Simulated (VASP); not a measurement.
# Ta4Ge (P4/mmm) in VASP: further runs

The runs below take Ta4Ge through single point, with PBE.

Program: VASP 6.6.1. These are calculated values, not measurements. Logs are shortened: lines on timing, memory, paths and dates and some standing lists are left out, and cuts for length are marked.

## Step 1: The cell of the first run

It takes space group P4/mmm (No. 123, tetragonal). Conventional cell: a = 6.851 Å, b = 6.851 Å, c = 3.098 Å, α = 90.00°, β = 90.00°, γ = 90.00°. Within 3.4 Å of Ta (site symmetry m2m) lie 2 Ge at 2.58 Å and 5 Ta at 2.71 to 3.10 Å. Ge (site symmetry 4/mmm) has 8 Ta at 2.58 Å and 2 Ge at 3.10 Å within 3.4 Å.

## Step 2: Single point, PBE

The input, INCAR:

```
SYSTEM = Ta4Ge
PREC = Accurate
ENCUT = 500
EDIFF = 1E-6
ISMEAR = 0
SIGMA = 0.2
LREAL = .False.
LASPH = .True.
NELM = 120
ALGO = Normal
ISIF = 2
LWAVE = .False.
LCHARG = .True.
GGA = PE
LELF = .True.
LVHAR = .True.
NBANDS = 37
GGA_COMPAT = .False.
```

The input, KPOINTS:

```
regular mesh
0
Gamma
  3 3 5
  0 0 0
```

The input, POSCAR:

```
Ta4Ge
1.0
    6.8514114290      0.0000000000      0.0000000000
    0.0000000000      6.8514114290      0.0000000000
    0.0000000000      0.0000000000      3.0976727691
Ta Ge
4 1
Direct
    0.5000000000      0.1981044138      0.5000000000
    0.5000000000      0.8018955862      0.5000000000
    0.8018955862      0.5000000000      0.5000000000
    0.1981044138      0.5000000000      0.5000000000
    0.5000000000      0.5000000000      0.0000000000
```

Potentials or basis: VASP PAW PBE potentials, release 64 (Ta_pv, Ge_d).

The run is started by

```bash
$ cat potpaw_PBE.64/Ta_pv/POTCAR potpaw_PBE.64/Ge_d/POTCAR > POTCAR
$ mpirun -np 1 vasp_std > vasp.out
```

OUTCAR:

```text
SYSTEM = Ta4Ge
   PREC = Accurate
   ENCUT = 500
   EDIFF = 1E-6
   ISMEAR = 0
   LREAL = .False.
   LASPH = .True.
   NELM = 120
   ISIF = 2
   GGA = PE

 ion  position               nearest neighbor table
   1  0.500  0.198  0.500-   5 2.58   5 2.58   2 2.71   3 2.93   4 2.93
   2  0.500  0.802  0.500-   5 2.58   5 2.58   1 2.71   3 2.93   4 2.93
   3  0.802  0.500  0.500-   5 2.58   5 2.58   4 2.71   2 2.93   1 2.93
   4  0.198  0.500  0.500-   5 2.58   5 2.58   3 2.71   2 2.93   1 2.93
   5  0.500  0.500  0.000-   1 2.58   2 2.58   3 2.58   4 2.58   1 2.58   2 2.58   3 2.58   4 2.58

  LATTYP: Found a simple tetragonal cell.
 ALAT       =     6.8514114290
 C/A-ratio  =     0.4521218440

  Lattice vectors:

 A1 = (   6.8514114290,   0.0000000000,   0.0000000000)
 A2 = (   0.0000000000,   6.8514114290,   0.0000000000)
 A3 = (   0.0000000000,   0.0000000000,   3.0976727691)

Analysis of symmetry for initial positions (statically):
=====================================================================
 Subroutine PRICEL returns:
 Original cell was already a primitive cell.

 Routine SETGRP: Setting up the symmetry group for a
 simple tetragonal supercell.

 Subroutine GETGRP returns: Found 16 space group operations
 (whereof 16 operations were pure point group operations)
 out of a pool of 16 trial point group operations.

The static configuration has the point symmetry D_4h.

Analysis of symmetry for dynamics (positions and initial velocities):
=====================================================================
 Subroutine PRICEL returns:
 Original cell was already a primitive cell.

 Routine SETGRP: Setting up the symmetry group for a
 simple tetragonal supercell.

 Subroutine GETGRP returns: Found 16 space group operations
 (whereof 16 operations were pure point group operations)
 out of a pool of 16 trial point group operations.

The dynamic configuration has the point symmetry D_4h.

 Subroutine INISYM returns: Found 16 space group operations
 (whereof 16 operations are pure point group operations),
 and found     1 'primitive' translations

----------------------------------------------------------------------------------------

                                     Primitive cell

  volume of cell :     145.4105

  direct lattice vectors                    reciprocal lattice vectors
     6.851411429  0.000000000  0.000000000     0.145955328  0.000000000  0.000000000
     0.000000000  6.851411429  0.000000000     0.000000000  0.145955328  0.000000000
     0.000000000  0.000000000  3.097672769     0.000000000  0.000000000  0.322822995

  length of vectors
     6.851411429  6.851411429  3.097672769     0.145955328  0.145955328  0.322822995

  position of ions in fractional coordinates (direct lattice)
     0.500000000  0.198104414  0.500000000
     0.500000000  0.801895586  0.500000000
     0.801895586  0.500000000  0.500000000
     0.198104414  0.500000000  0.500000000
     0.500000000  0.500000000  0.000000000

  ion indices of the primitive-cell ions
   primitive index   ion index
                 1           1
                 2           2
                 3           3
                 4           4
                 5           5

----------------------------------------------------------------------------------------

 KPOINTS: regular mesh

Automatic generation of k-mesh.
 Grid dimensions read from file:
 generate k-points for:    3    3    5

 Generating k-lattice:

  Cartesian coordinates                     Fractional coordinates (reciprocal lattice)
     0.048651776  0.000000000  0.000000000     0.333333333  0.000000000  0.000000000
     0.000000000  0.048651776  0.000000000     0.000000000  0.333333333  0.000000000
     0.000000000  0.000000000  0.064564599     0.000000000  0.000000000  0.200000000

  Length of vectors
     0.048651776  0.048651776  0.064564599

  Shift w.r.t. Gamma in fractional coordinates (k-lattice)
     0.000000000  0.000000000  0.000000000

 Subroutine IBZKPT returns following result:
 ===========================================

 Found      9 irreducible k-points:

 Following reciprocal coordinates:
            Coordinates               Weight
  0.000000  0.000000  0.000000      1.000000
  0.333333  0.000000  0.000000      4.000000
  0.333333  0.333333  0.000000      4.000000
  0.000000  0.000000  0.200000      2.000000
  0.333333  0.000000  0.200000      8.000000
  0.333333  0.333333  0.200000      8.000000
  0.000000  0.000000  0.400000      2.000000
  0.333333  0.000000  0.400000      8.000000
  0.333333  0.333333  0.400000      8.000000
   k-points           NKPTS =      9   k-points in BZ     NKDIM =      9   number of bands    NBANDS=     37
   number of dos      NEDOS =    301   number of ions     NIONS =      5
   total plane-waves  NPLWV =  60000
   dimension x,y,z NGX =    50 NGY =   50 NGZ =   24
   dimension x,y,z NGXF=   100 NGYF=  100 NGZF=   48
   ions per type =               4   1
   NGX,Y,Z   is equivalent  to a cutoff of  12.13, 12.13, 12.88 a.u.
   NGXF,Y,Z  is equivalent  to a cutoff of  24.26, 24.26, 25.76 a.u.
 SYSTEM =  Ta4Ge
   PREC   = accura    normal or accurate (medium, high low for compatibility)
   ISTART =      0    job   : 0-new  1-cont  2-samecut
   ICHARG =      2    charge: 1-file 2-atom 10-const
   ISPIN  =      1    spin polarized calculation?
   LNONCOLLINEAR =      F non collinear calculations
   LSORBIT =      F    spin-orbit coupling
   LASPH  =      T    aspherical Exc in radial PAW
   ENCUT  =  500.0 eV  36.75 Ry    6.06 a.u.  12.49 12.49  5.65*2*pi/ulx,y,z
   NELM   =    120;   NELMIN=  2; NELMDL= -5     # of ELM steps
   EDIFF  = 0.1E-05   stopping-criterion for ELM
   LREAL  =      F    real-space projection
   EDIFFG = 0.1E-04   stopping-criterion for IOM
   NSW    =      0    number of steps for IOM
   IBRION =     -1    ionic relax: 0-MD 1-quasi-New 2-CG
   NFREE  =      0    steps in history (QN), initial steepest desc. (CG)
   ISIF   =      2    stress and relaxation
   ISYM   =      2    0-nonsym 1-usesym 2-fastsym
   POTIM  = 0.5000    time-step for ionic-motion
   TEBEG  =    0.0;   TEEND  =   0.0 temperature during run
   PSTRESS=    0.0 pullay stress
   NELECT =      58.0000    total number of electrons
   NUPDOWN=      -1.0000    fix difference up-down
   EMIN   =  10.00;   EMAX   =-10.00  energy-range for DOS
   EFERMI =   0.00;   METHOD = LEGACY
   ISMEAR =     0;   SIGMA  =   0.20  broadening in eV -4-tet -1-fermi 0-gaus
   EFERMI_NEDOS =   21; number of points for ismear=-14 and -15
   IALGO  =     38    algorithm
   IMIX   =      4    mixing-type and parameters
     AMIX     =   0.40;   BMIX     =  1.00
     AMIX_MAG =   1.60;   BMIX_MAG =  1.00
  volume/ion in A,a.u.               =      29.08       196.26
  Fermi-wavevector in a.u.,A,eV,Ry     =   1.205089  2.277287 19.758902  1.452238
  Thomas-Fermi vector in A             =   2.340795
   LORBIT       =      0    0 simple, 1 ext, 2 COOP (PROOUT), +10 PAW based schemes
   GGA     = PE    functional components
   LHFCALC =     F    Hartree Fock is set to
   AEXX    =    0.0000 exact exchange contribution
   IVDW    =     0    specifies the selected vdW correction
   LEPSILON=     F    determine dielectric tensor
   LRPA    =     F    only Hartree local field effects (RPA)
 non-spin polarized calculation
 Gauss-broadening in eV      SIGMA  =   0.20
  energy-cutoff  :      500.00
  volume of cell :      145.41
 maximum number of plane-waves:      3711
 NGX is ok and might be reduce to    50
   NGX = 25   NGY = 25   NGZ = 11

 number of electron      58.0000031 magnetization

 Free energy of the ion-electron system (eV)
  ---------------------------------------------------
  ext. energy  EPLUGINS =         0.00000000
  ---------------------------------------------------
  free energy    TOTEN  =       -43.30194965 eV

  energy without entropy =      -43.13380280  energy(sigma->0) =      -43.21787622

 E-fermi :   2.1168     XC(G=0):  -9.3228

 val. band max:        2.1071299741   @ k =   0.3333   0.3333   0.2000
 cond. band min:       2.1281743470   @ k =   0.3333   0.3333   0.2000
 fundamental gap:      0.0210443728
 Fermi energy:         2.1168142951

 k-point     1 :       0.0000    0.0000    0.0000
  band No.  band energies     occupation
      1     -32.7715      2.00000
      2     -32.4112      2.00000
      3     -32.3879      2.00000
      4     -32.3594      2.00000
      5     -32.3594      2.00000
      6     -32.1478      2.00000
[... 29 lines left out ...]
     36       4.2096      0.00000
     37       4.2605      0.00000

 k-point     2 :       0.3333    0.0000    0.0000
  band No.  band energies     occupation
      1     -32.7060      2.00000
      2     -32.5467      2.00000
      3     -32.4422      2.00000
      4     -32.3124      2.00000
      5     -32.2574      2.00000
      6     -32.1373      2.00000
[... 29 lines left out ...]
     36       4.3657      0.00000
     37       4.7979      0.00000

 k-point     3 :       0.3333    0.3333    0.0000
  band No.  band energies     occupation
      1     -32.6632      2.00000
      2     -32.5823      2.00000
      3     -32.4657      2.00000
      4     -32.2703      2.00000
      5     -32.2145      2.00000
      6     -32.1284      2.00000
[... 29 lines left out ...]
     36       4.0036      0.00000
     37       5.1040      0.00000

 k-point     4 :       0.0000    0.0000    0.2000
  band No.  band energies     occupation
      1     -32.7501      2.00000
      2     -32.3970      2.00000
      3     -32.3722      2.00000
      4     -32.3463      2.00000
      5     -32.3463      2.00000
      6     -32.2877      2.00000
[... 29 lines left out ...]
     36       4.5615      0.00000
     37       4.5619      0.00000

 k-point     5 :       0.3333    0.0000    0.2000
  band No.  band energies     occupation
      1     -32.6867      2.00000
      2     -32.5310      2.00000
      3     -32.4277      2.00000
      4     -32.2998      2.00000
      5     -32.2758      2.00000
      6     -32.2462      2.00000
[... 29 lines left out ...]
     36       4.3162      0.00000
     37       4.4847      0.00000

 k-point     6 :       0.3333    0.3333    0.2000
  band No.  band energies     occupation
      1     -32.6463      2.00000
      2     -32.5676      2.00000
      3     -32.4510      2.00000
      4     -32.2660      2.00000
      5     -32.2565      2.00000
      6     -32.2443      2.00000
[... 29 lines left out ...]
     36       4.3821      0.00000
     37       4.4177      0.00000

 k-point     7 :       0.0000    0.0000    0.4000
  band No.  band energies     occupation
      1     -32.7148      2.00000
      2     -32.5076      2.00000
      3     -32.4209      2.00000
      4     -32.3854      2.00000
      5     -32.3854      2.00000
      6     -32.3739      2.00000
[... 29 lines left out ...]
     36       4.9854      0.00000
     37       5.5574      0.00000

 k-point     8 :       0.3333    0.0000    0.4000
  band No.  band energies     occupation
      1     -32.6551      2.00000
      2     -32.5056      2.00000
      3     -32.4930      2.00000
      4     -32.4477      2.00000
      5     -32.4042      2.00000
      6     -32.3853      2.00000
[... 29 lines left out ...]
     36       4.6602      0.00000
     37       5.1991      0.00000

 k-point     9 :       0.3333    0.3333    0.4000
  band No.  band energies     occupation
      1     -32.6187      2.00000
      2     -32.5438      2.00000
      3     -32.4793      2.00000
      4     -32.4527      2.00000
      5     -32.4271      2.00000
      6     -32.4144      2.00000
[... 29 lines left out ...]
     36       4.6065      0.00000
     37       5.1607      0.00000

------------------------ aborting loop because EDIFF is reached ----------------------------------------

  FORCE on cell =-STRESS in cart. coord.  units (eV):
  Direction    XX          YY          ZZ          XY          YZ          ZX
  --------------------------------------------------------------------------------------
  -------------------------------------------------------------------------------------
  Total        0.0364241      0.0364241     -0.4577970      0.0000000      0.0000000      0.0000000
  in kB        0.4013317      0.4013317     -5.0441484      0.0000000      0.0000000      0.0000000
  external PRESSURE =      -1.4138283 kB  Pullay stress =       0.0000000 kB

 VOLUME and BASIS-vectors are now :
 -----------------------------------------------------------------------------
  energy-cutoff  :      500.00
  volume of cell :      145.41
      direct lattice vectors                 reciprocal lattice vectors
     6.851411429  0.000000000  0.000000000     0.145955328  0.000000000  0.000000000
     0.000000000  6.851411429  0.000000000     0.000000000  0.145955328  0.000000000
     0.000000000  0.000000000  3.097672769     0.000000000  0.000000000  0.322822995

 POSITION                                       TOTAL-FORCE (eV/Angst)
 -----------------------------------------------------------------------------------
      3.42571      1.35729      1.54884         0.000000      0.030826     -0.000000
      3.42571      5.49412      1.54884         0.000000     -0.030826      0.000000
      5.49412      3.42571      1.54884        -0.030826      0.000000      0.000000
      1.35729      3.42571      1.54884         0.030826     -0.000000      0.000000
      3.42571      3.42571      0.00000         0.000000     -0.000000      0.000000
 -----------------------------------------------------------------------------------
    total drift:                               -0.000000     -0.000000      0.000000

  FREE ENERGIE OF THE ION-ELECTRON SYSTEM (eV)
  ---------------------------------------------------
  free  energy   TOTEN  =       -43.3019496489 eV

  energy  without entropy=      -43.1338028002  energy(sigma->0) =      -43.21787622
```

It took 24 s on 1 thread of Intel Xeon 6975P-C (Granite Rapids), shared host; peak memory 0.25 GiB.

Results:

| Property | Result |
| --- | --- |
| Free energy | -43.3019 eV |
| Pressure | -0.1 GPa |
| Largest force | 0.031 eV/Å |
| Band gap on the k mesh | zero (band 29 reaches 2.49 eV, above the bottom of band 30 at 1.83 eV) |

Forces in eV/Å, atoms in the order of the input:
```
Ta   0.000  0.031  0.000
Ta   0.000 -0.031  0.000
Ta  -0.031  0.000  0.000
Ta   0.031  0.000  0.000
Ge   0.000  0.000  0.000
```

Caveat: the k points lie up to 0.41 Å⁻¹ apart; spin-orbit coupling is left out, which moves the levels of the heavy elements.

## Step 3: Single point, PBE

This run uses another cell than the first one, of 23.81 Å³/atom, 0.819 times its volume.

The input, INCAR:

```
SYSTEM = Ta4Ge
ALGO     = Normal         ! electronic algorithm
EDIFF    = 1E-6           ! SCF threshold, eV
ENCUT    = 500            ! plane-wave cutoff, eV
GGA      = PE             ! functional
GGA_COMPAT= .FALSE.      
ISIF     = 2              ! what is computed and relaxed
ISMEAR   = 0              ! smearing method
LASPH    = .TRUE.         ! aspherical terms in the spheres
LCHARG   = .FALSE.        ! write CHGCAR
LREAL    = .FALSE.        ! projectors in reciprocal space
LWAVE    = .FALSE.        ! write WAVECAR
NBANDS   = 37             ! bands
NELM     = 120            ! most SCF steps
PREC     = Accurate       ! precision mode
SIGMA    = 0.2            ! smearing width, eV
```

The input, KPOINTS:

```
k-points
0
G
  4 4 3
  0 0 0
```

The input, POSCAR:

```
Ta4Ge
1.0
    4.8010283108      0.0000000000      0.0000000000
    0.0000000000      4.8010283108      0.0000000000
    0.0000000000      0.0000000000      5.1649763723
Ta Ge
4 1
Direct
    0.5000000000      0.0000000000      0.0000000000
    0.0000000000      0.5000000000      0.0000000000
    0.5000000000      0.0000000000      0.5000000000
    0.0000000000      0.5000000000      0.5000000000
    0.0000000000      0.0000000000      0.0000000000
```

Potentials or basis: VASP PAW PBE potentials, release 64 (Ta_pv, Ge_d).

The run is started by

```bash
$ cat potpaw_PBE.64/Ta_pv/POTCAR potpaw_PBE.64/Ge_d/POTCAR > POTCAR
$ mpirun -np 1 vasp_std > vasp.out
```

OUTCAR:

```text
SYSTEM = Ta4Ge
   EDIFF = 1E-6
   ENCUT = 500
   GGA = PE
   ISIF = 2
   ISMEAR = 0
   LASPH = .TRUE.
   LREAL = .FALSE.
   NELM = 120
   PREC = Accurate

 ion  position               nearest neighbor table
   1  0.500  0.000  0.000-   5 2.40   5 2.40   3 2.58   3 2.58   2 3.39   2 3.39   2 3.39   2 3.39

   2  0.000  0.500  0.000-   5 2.40   5 2.40   4 2.58   4 2.58   1 3.39   1 3.39   1 3.39   1 3.39

   3  0.500  0.000  0.500-   1 2.58   1 2.58   4 3.39   4 3.39   4 3.39   4 3.39
[... 672 lines left out ...]
  --------------------------------------------------------------------------------------
  -------------------------------------------------------------------------------------
  Total       -0.0313024     -0.0313024      0.1841353      0.0000000      0.0000000      0.0000000
  in kB       -0.4212612     -0.4212612      2.4780546      0.0000000      0.0000000      0.0000000
  external PRESSURE =       0.5451774 kB  Pullay stress =       0.0000000 kB

 VOLUME and BASIS-vectors are now :
 -----------------------------------------------------------------------------
  energy-cutoff  :      500.00
  volume of cell :      119.05
      direct lattice vectors                 reciprocal lattice vectors
     4.801028311  0.000000000  0.000000000     0.208288711  0.000000000  0.000000000
     0.000000000  4.801028311  0.000000000     0.000000000  0.208288711  0.000000000
     0.000000000  0.000000000  5.164976372     0.000000000  0.000000000  0.193611728

 POSITION                                       TOTAL-FORCE (eV/Angst)
 -----------------------------------------------------------------------------------
      2.40051      0.00000      0.00000         0.000000      0.000000      0.000000
      0.00000      2.40051      0.00000         0.000000      0.000000      0.000000
      2.40051      0.00000      2.58249         0.000000      0.000000      0.000000
      0.00000      2.40051      2.58249         0.000000      0.000000      0.000000
      0.00000      0.00000      0.00000         0.000000      0.000000      0.000000
 -----------------------------------------------------------------------------------
    total drift:                                0.000000      0.000000     -0.000000

  FREE ENERGIE OF THE ION-ELECTRON SYSTEM (eV)
  ---------------------------------------------------
  free  energy   TOTEN  =       -43.4250325601 eV

  energy  without entropy=      -43.3386444088  energy(sigma->0) =      -43.38183848
```

stdout:

```text
POSCAR found type information on POSCAR TaGe
 POSCAR found :  2 types and       5 ions
 scaLAPACK will be used
 LDA part: xc-table for (Slater+PW92), standard interpolation
 POSCAR, INCAR and KPOINTS ok, starting setup
 FFT: planning ... GRIDC
 FFT: planning ... GRID_SOFT
 FFT: planning ... GRID
 WAVECAR not read
 entering main loop
```

It took 20 s on 1 thread of Intel Xeon 6975P-C (Granite Rapids), shared host; peak memory 0.23 GiB.

Results:

```
Free energy            : -43.4250 eV
Pressure               : 0.1 GPa
Band gap on the k mesh : zero (band 29 reaches 4.00 eV, above the bottom of band 30 at 3.21 eV)
```

Caveat: the k points lie up to 0.41 Å⁻¹ apart; spin-orbit coupling is left out, which moves the levels of the heavy elements.
